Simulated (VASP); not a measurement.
# Cl: single point with PBEsol

The system is Cl.

```
CELL_PARAMETERS angstrom
1.96844 1.13648 3.21499
-1.96844 1.13648 3.21499
0.00000 -2.27295 3.21499
ATOMIC_POSITIONS crystal
Cl 0.25000 0.25000 0.25000
Cl 0.75000 0.75000 0.75000
```

| Quantity | Value |
| --- | --- |
| Program | VASP 6.6.1 |
| Task | single point |
| Functional | PBEsol |
| Potentials or basis | VASP PAW PBE potentials, release 64 (Cl) |
| Cutoff | 500 eV |
| k mesh | 18 × 18 × 18 |
| Occupations | gaussian, width 0.1 eV |
| Spin | no spin polarisation |
| Dipole correction | no |
| Further INCAR settings | ALGO = Normal; EDIFF = 1e-06; NBANDS = 14 |

- Pressure: -0.1 GPa
- Band gap on the k mesh: zero (bands 7 and 8 overlap by 3.12 eV)

Levels at points of the mesh, in eV from the Fermi level:
```csv
k point,band 4,band 5,band 6,band 7,band 8,band 9,band 10,band 11
"(0.00, 0.00, 0.00)",-3.36,-3.36,-0.16,-0.16,-0.16,8.13,8.49,8.49
"(0.50, 0.00, 0.00)",-2.52,-2.33,-2.33,-2.33,-2.33,10.12,10.12,13.01
"(0.50, 0.50, 0.00)",-4.45,-4.45,0.55,0.55,1.17,5.84,11.54,11.80
"(0.50, 0.50, 0.50)",-2.52,-2.33,-2.33,-2.33,-2.33,10.12,10.12,13.01
```

Run time: 6.4 min on 1 thread of Oxide Virtual Turin-like Processor (shared host), peak memory 0.31 GiB.

Caveat: the PAW data sets were made with another functional, which shifts forces and pressure a little.
